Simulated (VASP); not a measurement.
# Te (P3_121) in VASP: settings compared, part 2 of 2

VASP 6.6.1.

## Step 5: Relaxation of cell and atoms, r2SCAN

This run uses another cell than the first one, of 33.93 Å³/atom.

The input, POSCAR:

```
Te
1.0
    4.4540000000      0.0000000000      0.0000000000
   -2.2270000000      3.8572771485      0.0000000000
    0.0000000000      0.0000000000      5.9240000000
Te
3
Direct
    0.7310000000      0.7310000000      0.0000000000
    0.0000000000      0.2690000000      0.6666666667
    0.2690000000      0.0000000000      0.3333333333
```

The input, INCAR.step1:

```
SYSTEM = Te
PREC = Accurate ; ENCUT = 600
ISMEAR = -1 ; SIGMA = 0.05
LREAL = .False. ; LASPH = .True.
NELM = 100 ; GGA = PE
ALGO = Normal ; EDIFF = 1E-4
LWAVE = .True. ; LCHARG = .False.
```

The input, INCAR.step2:

```
SYSTEM = Te
PREC = Accurate ; ENCUT = 600
EDIFF = 1E-6 ; ISMEAR = -1
SIGMA = 0.05 ; LREAL = .False.
LASPH = .True. ; NELM = 100
ALGO = Normal ; ISIF = 3
LWAVE = .False. ; LCHARG = .False.
METAGGA = R2SCAN ; LMIXTAU = .True.
IBRION = 2 ; NSW = 60
EDIFFG = -0.01 ; ISTART = 1
```

The input, KPOINTS:

```
regular mesh
0
Gamma
  7 7 5
  0 0 0
```

Started as:

```bash
> cat potpaw_PBE.64/Te/POTCAR > POTCAR
> cp INCAR.step1 INCAR
> mpirun -np 1 vasp_std > vasp.out
> cp INCAR.step2 INCAR
> mpirun -np 1 vasp_std > vasp.out
```

Run time: 32 min. Hardware: 1 thread of Intel Xeon 8259CL, shared host; peak memory 0.29 GiB.

Results (log left out):

```yaml
Free_energy: -76.2473 eV
Relaxed_volume: 36.24 Å³/atom
Relaxed_cell: a = 4.608 Å, b = 4.608 Å, c = 5.912 Å, α = 90.00°, β = 90.00°, γ = 120.00°
Space_group_after_relaxing_to_0.1_Å: P3_121 (No. 152)
Energy_gained_by_relaxing: 7.5 meV/atom
Ionic_steps: 13
Pressure_after_relaxing: 0.0 GPa
Band_gap_on_the_k_mesh: 0.95 eV (least direct gap 1.08 eV)
```

The path:
```
step  energy change (eV)  largest force (eV/Å)  pressure (GPa)  volume (Å³)
   1              0.0000                0.0617            0.91       101.78
   2             -0.0053                0.1914           -0.40       104.65
   3             -0.0061                0.1577           -0.07       103.88
   4             -0.0100                0.1361           -0.05       104.37
   5             -0.0184                0.0607            0.06       105.85
   6             -0.0187                0.1459            0.49       108.81
   7             -0.0215                0.0336            0.24       107.31
   8             -0.0206                0.0545           -0.46       109.66
   9             -0.0221                0.0001           -0.03       108.20
  10             -0.0221                0.0018           -0.04       108.25
  11             -0.0224                0.0006           -0.04       108.51
  12             -0.0225                0.0003           -0.03       108.67
  13             -0.0225                0.0009            0.00       108.71
```

Final structure:
```xyz
3
Lattice="4.6080 0.0000 0.0000 -2.3040 3.9906 0.0000 0.0000 0.0000 5.9120" Properties=species:S:1:pos:R:3 pbc="T T T"
Te    1.7164    2.9728    0.0000
Te   -0.5876    1.0178    3.9413
Te    1.1753    0.0000    1.9707
```

Levels at points of the mesh, in eV from the valence-band top:
```csv
k point,band 6,band 7,band 8,band 9,band 10,band 11,band 12,band 13
"(0.00, 0.00, 0.00)",-2.81,-1.51,-1.51,-0.51,1.38,1.38,1.92,5.59
```

Caveat: the PAW data sets were made with another functional, which shifts forces and pressure a little; spin-orbit coupling is left out, which moves the levels of the heavy elements. r2SCAN opens gaps a little over a GGA but as a rule still falls short of measured ones.

## Step 6: Single point, PBE0

This run uses another cell than the first one, of 33.93 Å³/atom.

POSCAR is that of step 5.

The input, INCAR.step1:

```
PREC = Accurate ; ENCUT = 520
EDIFF = 1E-5 ; ISMEAR = -1
SIGMA = 0.05 ; LREAL = False
LASPH = True ; NELM = 100
ALGO = Normal ; ISIF = 2
LWAVE = True ; LCHARG = False
NBANDS = 16 ; GGA = PE
```

The input, INCAR.step2:

```
PREC = Accurate ; ENCUT = 520
EDIFF = 1E-6 ; ISMEAR = -1
SIGMA = 0.05 ; LREAL = False
LASPH = True ; NELM = 100
ALGO = Normal ; ISIF = 2
LWAVE = False ; LCHARG = False
GGA = PE ; LHFCALC = True
AEXX = 0.25 ; PRECFOCK = Normal
NBANDS = 16 ; ISTART = 1
```

The input, KPOINTS:

```
Automatic mesh
0
Gamma
  4 4 3
```

Potentials or basis: VASP PAW PBE potentials, release 64 (Te).

Started as:

```bash
> cat potpaw_PBE.64/Te/POTCAR > POTCAR
> cp INCAR.step1 INCAR
> mpirun -np 1 vasp_std > vasp.out
> cp INCAR.step2 INCAR
> mpirun -np 1 vasp_std > vasp.out
```

Wall time 18 min (1 thread of Intel Xeon Platinum 8259CL at 2.50GHz (Skylake/Cascade Lake), shared host); peak memory 0.25 GiB.

Results (log left out):

```yaml
Free_energy: -13.3721 eV
Pressure: -0.8 GPa
Largest_force: 0.389 eV/Å
Band_gap_on_the_k_mesh: 1.92 eV (least direct gap 2.12 eV)
```

Forces in eV/Å, atoms in the order of the input:
```
Te   0.195  0.337  0.000
Te   0.195 -0.337  0.000
Te  -0.389  0.000  0.000
```

Stress tensor (GPa, compression positive):
```
-0.33  0.00  0.00
 0.00 -0.33  0.00
 0.00  0.00 -1.68
```

Levels at points of the mesh, in eV from the valence-band top:
```
           k point  band 6  band 7  band 8  band 9  band 10  band 11  band 12  band 13
(0.00, 0.00, 0.00)   -2.68   -1.64   -1.64   -0.73     2.47     2.47     3.18     6.58
(0.50, 0.00, 0.00)   -3.76   -3.68   -0.84   -0.65     2.25     2.34     4.43     5.50
```

Caveat: the PAW data sets were made with another functional, which shifts forces and pressure a little; spin-orbit coupling is left out, which moves the levels of the heavy elements.

## Step 7: Summary

| task | level | cell | k mesh | cutoff (eV) | grid for exact exchange (PRECFOCK) | share of exact exchange | gap on the mesh (eV) | pressure (GPa) | largest force (eV/Å) |
| --- | --- | --- | --- | --- | --- | --- | --- | --- | --- |
| single point | RPBE+D4 | a = 4.513, b = 4.513, c = 6.002 Å, angles 90.0, 90.0, 120.0°, 3 atoms, atomic positions A | 7 × 7 × 5 | 520 | - | - | 0.67 | -3.4 | - |
| single point | RPBE+D4 | a = 4.541, b = 4.541, c = 6.040 Å, angles 90.0, 90.0, 120.0°, 3 atoms, atomic positions A | 7 × 7 × 5 | 520 | - | - | 0.68 | -4.1 | 0.09 |
| single point | r2SCAN | a = 4.620, b = 4.620, c = 5.906 Å, angles 90.0, 90.0, 120.0°, 3 atoms, atomic positions B | 7 × 7 × 5 | 520 | - | - | 0.97 | 0.0 | 0.03 |
| relaxation of cell and atoms | r2SCAN | relaxed from a = 4.454, b = 4.454, c = 5.924 Å, angles 90.0, 90.0, 120.0°, 3 atoms, atomic positions A | 7 × 7 × 5 | 600 | - | - | 0.95 | 0.0 | - |
| single point | PBE0 | a = 4.454, b = 4.454, c = 5.924 Å, angles 90.0, 90.0, 120.0°, 3 atoms, atomic positions A | 4 × 4 × 3 | 520 | Normal | 0.25 | 1.92 | -0.8 | 0.39 |

Alike in all rows: potentials or basis VASP PAW PBE potentials, release 64 (Te); no spin polarisation; smearing fermi-dirac 0.05 eV.

Caveats: the PAW data sets were made with another functional, which shifts forces and pressure a little; spin-orbit coupling is left out, which moves the levels of the heavy elements; the cell stands under tension (at least some runs); semilocal functionals underestimate gaps, and a narrow one can read as zero (at least some runs).

Absolute energies hang on the potentials; compare differences alone.
